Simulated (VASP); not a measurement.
Write the native input for VASP 6.6.1 that does the following.

```
Task                   : single point
Functional             : r2SCAN
Potentials or basis    : VASP PAW PBE potentials, release 64 (Mo_sv)
Cutoff                 : 520 eV
k mesh                 : 18 × 18 × 18
Occupations            : gaussian, width 0.15 eV
Spin                   : no spin polarisation
Dipole correction      : no
Further INCAR settings : ALGO = Normal; EDIFF = 1e-07; NBANDS = 13
```

Crystal: Mo.

```
CELL_PARAMETERS angstrom
2.73551 0.00000 0.00000
-1.36776 2.36902 0.00000
0.00000 0.00000 2.47853
ATOMIC_POSITIONS crystal
Mo 0.00000 0.00000 0.50000
```

This cell differs from its parent crystal: strain +0.000 along x and y, -0.030 along z.

One way to write it, as run:

POSCAR

```
Mo
1.0
    2.7355103972      0.0000000000      0.0000000000
   -1.3677551986      2.3690214963      0.0000000000
    0.0000000000      0.0000000000      2.4785252790
Mo
1
Direct
    0.0000000000      0.0000000000      0.5000000000
```

INCAR.step1

```
ALGO = Normal
EDIFF = 1E-4
ENCUT = 520
GGA = PE
ISMEAR = 0
LASPH = True
LCHARG = False
LREAL = False
LWAVE = True
NBANDS = 13
NELM = 100
PREC = Accurate
SIGMA = 0.15
```

INCAR.step2

```
ALGO = Normal
EDIFF = 1E-7
ENCUT = 520
ISIF = 2
ISMEAR = 0
ISTART = 1
LASPH = True
LCHARG = False
LMIXTAU = True
LREAL = False
LWAVE = False
METAGGA = R2SCAN
NBANDS = 13
NELM = 100
PREC = Accurate
SIGMA = 0.15
```

KPOINTS

```
k-points
0
Gamma
  18 18 18
```

Potentials or basis: VASP PAW PBE potentials, release 64 (Mo_sv).

Command:

```bash
$ cat potpaw_PBE.64/Mo_sv/POTCAR > POTCAR
$ cp INCAR.step1 INCAR
$ mpirun -np 1 vasp_std > vasp.out
$ cp INCAR.step2 INCAR
$ mpirun -np 1 vasp_std > vasp.out
```

It gave:

- Pressure: 8.8 GPa
- Band gap on the k mesh: zero (band 7 reaches 12.92 eV, above the bottom of band 8 at 10.97 eV)

Caveat: the cell differs from its parent crystal (strain +0.000 along x and y, -0.030 along z); the PAW data sets were made with another functional, which shifts forces and pressure a little.

Run time: 110 s on 1 thread of Intel(R) Xeon(R) 6975P-C (Granite Rapids) (shared host), peak memory 0.18 GiB.
